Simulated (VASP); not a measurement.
A run of VASP 6.6.1 is set up as follows.

File INCAR:

```
PREC = Accurate
ENCUT = 520
EDIFF = 1E-6
ISMEAR = -1
SIGMA = 0.0689
LREAL = Auto
LASPH = True
NELM = 120
ALGO = Normal
ISIF = 2
LWAVE = False
LCHARG = False
GGA = PE
NBANDS = 46
GGA_COMPAT = False
ISYM = -1
```

KPOINTS

```
explicit points
4
Reciprocal
  0.25000000   0.25000000   0.25000000 2
  0.25000000   0.25000000   0.75000000 2
  0.25000000   0.75000000   0.25000000 2
  0.25000000   0.75000000   0.75000000 2
```

File POSCAR:

```
MgO
1.0
    0.0000000000      4.2985809566     -4.2985809566
   -4.2985809566      0.0000000000     -4.2985809566
   -4.2985809566      4.2985809566      0.0000000000
Mg O
8 8
Direct
    0.5176930532      0.5233360783     -0.0240789928
    0.0302095043      0.5008664538     -0.0155669977
    0.4886520741      0.0464270656     -0.0458643217
    0.0019615776     -0.0248179576     -0.0037223912
    0.5171518281      0.4727795104      0.4891677094
   -0.0223966935      0.5075812279      0.5018437530
    0.5095640915      0.0031099798      0.4797751911
    0.0430119851     -0.0227436684      0.4847310126
    0.7865532915      0.7206650360      0.2459953670
    0.2706537371      0.7441144025      0.2336701368
    0.7752065237      0.2249700563      0.2183695060
    0.2658122556      0.2232986908      0.2289235703
    0.7582917556      0.7598773951      0.7258852471
    0.2963268606      0.7217472536      0.7298638857
    0.7751003258      0.2344360872      0.7121321038
    0.2195936309      0.2570062100      0.7291129402
```

Potentials or basis: VASP PAW PBE potentials, release 64 (Mg, O).

Run with:

```sh
$ cat potpaw_PBE.64/Mg/POTCAR potpaw_PBE.64/O/POTCAR > POTCAR
$ mpirun -np 1 vasp_std > vasp.out
```

**Question.** What does it give for the band gap on the k mesh?

**Answer.** 4.92 eV.

**Question.** Estimate the largest force.

**Answer.** 2.027 eV/Å.

Stress tensor (GPa, compression positive):
```
-1.39 -0.18 -0.03
-0.18 -1.43  1.00
-0.03  1.00 -1.99
```

Caveat: the atoms stand as in a frame of molecular dynamics; a shifted mesh leaves out Γ, where band edges can lie; forces of over 1 eV/Å act on the atoms, so gaps and moduli don't describe the material at rest. A k mesh can miss the band edges.
